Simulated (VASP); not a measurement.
# AsH3 in VASP: further runs

The runs below take AsH3 through single point, with PBEsol, revPBE+D3(BJ), PBE+D4.

Program: VASP 6.6.1. These are calculated values, not measurements. Logs are shortened: lines on timing, memory, paths and dates and some standing lists are left out, and cuts for length are marked.

## 1. The cell of the first run

The cell holds a molecule in a box, 4 atoms: a = 12.557 Å, b = 13.057 Å, c = 13.557 Å, α = 90.00°, β = 90.00°, γ = 90.00°.

## 2. Single point, PBEsol

INCAR reads:

```
SYSTEM = AsH3
  ALGO = Normal
  EDIFF = 1E-6
  ENCUT = 400
  GGA = PS
  GGA_COMPAT = .False.
  ISIF = 2
  ISMEAR = 0
  LASPH = .True.
  LCHARG = .False.
  LREAL = .False.
  LWAVE = .False.
  NBANDS = 12
  NELM = 120
  NELMDL = -8
  PREC = Accurate
  SIGMA = 0.005
```

KPOINTS reads:

```
k-points
0
Gamma
  1 1 1
  0 0 0
```

POSCAR reads:

```
AsH3
1.0
   12.5572003111      0.0000000000      0.0000000000
    0.0000000000     13.0572003111      0.0000000000
    0.0000000000      0.0000000000     13.5572003111
As H
1 3
Direct
    0.5262628400      0.5096004700      0.4578352900
    0.5290580700      0.4128441100      0.5217632200
    0.5511202500      0.5766399000      0.5477206000
    0.4063777000      0.5214262000      0.4756737900
```

Potentials or basis: VASP PAW PBE potentials, release 64 (As, H).

Command:

```bash
$ cat potpaw_PBE.64/As/POTCAR potpaw_PBE.64/H/POTCAR > POTCAR
$ mpirun -np 1 vasp_gam > vasp.out
```

OUTCAR:

```text
SYSTEM = AsH3
   EDIFF = 1E-6
   ENCUT = 400
   GGA = PS
   ISIF = 2
   ISMEAR = 0
   LASPH = .True.
   LREAL = .False.
   NELM = 120
   NELMDL = -8
   PREC = Accurate

 ion  position               nearest neighbor table
   1  0.526  0.510  0.458-   2 1.53   4 1.53   3 1.53
   2  0.529  0.413  0.522-   1 1.53
   3  0.551  0.577  0.548-   1 1.53
   4  0.406  0.521  0.476-   1 1.53

  LATTYP: Found a simple orthorhombic cell.
 ALAT       =    12.5572003111
 B/A-ratio  =     1.0398177928
 C/A-ratio  =     1.0796355856

  Lattice vectors:

 A1 = (  12.5572003111,   0.0000000000,   0.0000000000)
 A2 = (   0.0000000000,  13.0572003111,   0.0000000000)
 A3 = (   0.0000000000,   0.0000000000,  13.5572003111)

Analysis of symmetry for initial positions (statically):
=====================================================================
 Subroutine PRICEL returns:
 Original cell was already a primitive cell.

 Routine SETGRP: Setting up the symmetry group for a
 simple orthorhombic supercell.

 Subroutine GETGRP returns: Found  1 space group operations
 (whereof  1 operations were pure point group operations)
 out of a pool of  8 trial point group operations.

The static configuration has the point symmetry C_1 .

Analysis of symmetry for dynamics (positions and initial velocities):
=====================================================================
 Subroutine PRICEL returns:
 Original cell was already a primitive cell.

 Routine SETGRP: Setting up the symmetry group for a
 simple orthorhombic supercell.

 Subroutine GETGRP returns: Found  1 space group operations
 (whereof  1 operations were pure point group operations)
 out of a pool of  8 trial point group operations.

The dynamic configuration has the point symmetry C_1 .

 Subroutine INISYM returns: Found  1 space group operations
 (whereof  1 operations are pure point group operations),
 and found     1 'primitive' translations

----------------------------------------------------------------------------------------

                                     Primitive cell

  volume of cell :    2222.8640

  direct lattice vectors                    reciprocal lattice vectors
    12.557200311  0.000000000  0.000000000     0.079635586  0.000000000  0.000000000
     0.000000000 13.057200311  0.000000000     0.000000000  0.076586096  0.000000000
     0.000000000  0.000000000 13.557200311     0.000000000  0.000000000  0.073761542

  length of vectors
    12.557200311 13.057200311 13.557200311     0.079635586  0.076586096  0.073761542

  position of ions in fractional coordinates (direct lattice)
     0.526262840  0.509600470  0.457835290
     0.529058070  0.412844110  0.521763220
     0.551120250  0.576639900  0.547720600
     0.406377700  0.521426200  0.475673790

  ion indices of the primitive-cell ions
   primitive index   ion index
                 1           1
                 2           2
                 3           3
                 4           4

----------------------------------------------------------------------------------------

 KPOINTS: k-points

Automatic generation of k-mesh.
 Grid dimensions read from file:
 generate k-points for:    1    1    1

 Generating k-lattice:

  Cartesian coordinates                     Fractional coordinates (reciprocal lattice)
     0.079635586  0.000000000  0.000000000     1.000000000  0.000000000  0.000000000
     0.000000000  0.076586096  0.000000000     0.000000000  1.000000000  0.000000000
     0.000000000  0.000000000  0.073761542     0.000000000  0.000000000  1.000000000

  Length of vectors
     0.079635586  0.076586096  0.073761542

  Shift w.r.t. Gamma in fractional coordinates (k-lattice)
     0.000000000  0.000000000  0.000000000

 Subroutine IBZKPT returns following result:
 ===========================================

 Found      1 irreducible k-points:

 Following reciprocal coordinates:
            Coordinates               Weight
  0.000000  0.000000  0.000000      1.000000
   k-points           NKPTS =      1   k-points in BZ     NKDIM =      1   number of bands    NBANDS=     12
   number of dos      NEDOS =    301   number of ions     NIONS =      4
   total plane-waves  NPLWV = 680400
   dimension x,y,z NGX =    84 NGY =   90 NGZ =   90
   dimension x,y,z NGXF=   168 NGYF=  180 NGZF=  180
   ions per type =               1   3
   NGX,Y,Z   is equivalent  to a cutoff of  11.12, 11.46, 11.04 a.u.
   NGXF,Y,Z  is equivalent  to a cutoff of  22.24, 22.92, 22.07 a.u.
 SYSTEM =  AsH3
   PREC   = accura    normal or accurate (medium, high low for compatibility)
   ISTART =      0    job   : 0-new  1-cont  2-samecut
   ICHARG =      2    charge: 1-file 2-atom 10-const
   ISPIN  =      1    spin polarized calculation?
   LNONCOLLINEAR =      F non collinear calculations
   LSORBIT =      F    spin-orbit coupling
   LASPH  =      T    aspherical Exc in radial PAW
   ENCUT  =  400.0 eV  29.40 Ry    5.42 a.u.  20.48 21.29 22.11*2*pi/ulx,y,z
   NELM   =    120;   NELMIN=  2; NELMDL= -8     # of ELM steps
   EDIFF  = 0.1E-05   stopping-criterion for ELM
   LREAL  =      F    real-space projection
   EDIFFG = 0.1E-04   stopping-criterion for IOM
   NSW    =      0    number of steps for IOM
   IBRION =     -1    ionic relax: 0-MD 1-quasi-New 2-CG
   NFREE  =      0    steps in history (QN), initial steepest desc. (CG)
   ISIF   =      2    stress and relaxation
   ISYM   =      2    0-nonsym 1-usesym 2-fastsym
   POTIM  = 0.5000    time-step for ionic-motion
   TEBEG  =    0.0;   TEEND  =   0.0 temperature during run
   PSTRESS=    0.0 pullay stress
   NELECT =       8.0000    total number of electrons
   NUPDOWN=      -1.0000    fix difference up-down
   EMIN   =  10.00;   EMAX   =-10.00  energy-range for DOS
   EFERMI =   0.00;   METHOD = LEGACY
   ISMEAR =     0;   SIGMA  =   0.01  broadening in eV -4-tet -1-fermi 0-gaus
   EFERMI_NEDOS =   21; number of points for ismear=-14 and -15
   IALGO  =     38    algorithm
   IMIX   =      4    mixing-type and parameters
     AMIX     =   0.40;   BMIX     =  1.00
     AMIX_MAG =   1.60;   BMIX_MAG =  1.00
  volume/ion in A,a.u.               =     555.72      3750.16
  Fermi-wavevector in a.u.,A,eV,Ry     =   0.250881  0.474096  0.856366  0.062941
  Thomas-Fermi vector in A             =   1.068040
   LORBIT       =      0    0 simple, 1 ext, 2 COOP (PROOUT), +10 PAW based schemes
   GGA     = PS    functional components
   LHFCALC =     F    Hartree Fock is set to
   AEXX    =    0.0000 exact exchange contribution
   IVDW    =     0    specifies the selected vdW correction
   LEPSILON=     F    determine dielectric tensor
   LRPA    =     F    only Hartree local field effects (RPA)
 non-spin polarized calculation
 Gauss-broadening in eV      SIGMA  =   0.01
  energy-cutoff  :      400.00
  volume of cell :     2222.86
 maximum number of plane-waves:     20182
 NGX is ok and might be reduce to    84
   NGX = 41   NGY = 43   NGZ = 45

 number of electron       8.0000002 magnetization

 Free energy of the ion-electron system (eV)
  ---------------------------------------------------
  ext. energy  EPLUGINS =         0.00000000
  ---------------------------------------------------
  free energy    TOTEN  =       -14.33471228 eV

  energy without entropy =      -14.33471228  energy(sigma->0) =      -14.33471228

 E-fermi :  -6.6762     XC(G=0):  -0.4493

 val. band max:       -6.7031893021   @ k =   0.0000   0.0000   0.0000
 cond. band min:      -0.7226233541   @ k =   0.0000   0.0000   0.0000
 fundamental gap:      5.9805659480
 Fermi energy:        -6.6761645512

 k-point     1 :       0.0000    0.0000    0.0000
  band No.  band energies     occupation
      1     -15.9732      2.00000
      2      -8.6975      2.00000
      3      -8.6958      2.00000
      4      -6.7032      2.00000
      5      -0.7226      0.00000
      6      -0.3166      0.00000
      7      -0.3024      0.00000
      8       0.3385      0.00000
      9       0.6094      0.00000
     10       0.6294      0.00000
     11       0.7036      0.00000
     12       0.7506      0.00000

------------------------ aborting loop because EDIFF is reached ----------------------------------------

  FORCE on cell =-STRESS in cart. coord.  units (eV):
  Direction    XX          YY          ZZ          XY          YZ          ZX
  --------------------------------------------------------------------------------------
  -------------------------------------------------------------------------------------
  Total       -0.0718391     -0.0802685     -0.0399546      0.0001646     -0.0044918     -0.0214183
  in kB       -0.0517796     -0.0578552     -0.0287982      0.0001187     -0.0032375     -0.0154377
  external PRESSURE =      -0.0461443 kB  Pullay stress =       0.0000000 kB

 VOLUME and BASIS-vectors are now :
 -----------------------------------------------------------------------------
  energy-cutoff  :      400.00
  volume of cell :     2222.86
      direct lattice vectors                 reciprocal lattice vectors
    12.557200311  0.000000000  0.000000000     0.079635586  0.000000000  0.000000000
     0.000000000 13.057200311  0.000000000     0.000000000  0.076586096  0.000000000
     0.000000000  0.000000000 13.557200311     0.000000000  0.000000000  0.073761542

 POSITION                                       TOTAL-FORCE (eV/Angst)
 -----------------------------------------------------------------------------------
      6.60839      6.65396      6.20696         0.063319      0.012343     -0.127410
      6.64349      5.39059      7.07365        -0.007445     -0.041911      0.045289
      6.92053      7.52930      7.42556        -0.000669      0.025387      0.055942
      5.10297      6.80837      6.44880        -0.055206      0.004181      0.026179
 -----------------------------------------------------------------------------------
    total drift:                                0.000041      0.000427     -0.000166

  FREE ENERGIE OF THE ION-ELECTRON SYSTEM (eV)
  ---------------------------------------------------
  free  energy   TOTEN  =       -14.3347122793 eV

  energy  without entropy=      -14.3347122793  energy(sigma->0) =      -14.33471228
```

Wall time 83 s (1 thread of AMD EPYC 9R45 (Zen 5), shared host); peak memory 1 GiB.

What came out:

```
Free energy                     : -14.3347 eV
Largest force                   : 0.143 eV/Å
Gap between the frontier levels : 5.98 eV
```

Forces in eV/Å, atoms in the order of the input:
```
As   0.063  0.012 -0.127
H   -0.007 -0.042  0.045
H   -0.001  0.025  0.056
H   -0.055  0.004  0.026
```

Levels at points of the mesh, in eV from the valence-band top:
```
           k point  band 1  band 2  band 3  band 4  band 5  band 6  band 7  band 8  band 9
(0.00, 0.00, 0.00)   -9.27   -1.99   -1.99    0.00    5.98    6.39    6.40    7.04    7.31
```

Caveat: the PAW data sets were made with another functional, which shifts forces and pressure a little.

[end of part 1 of 2]
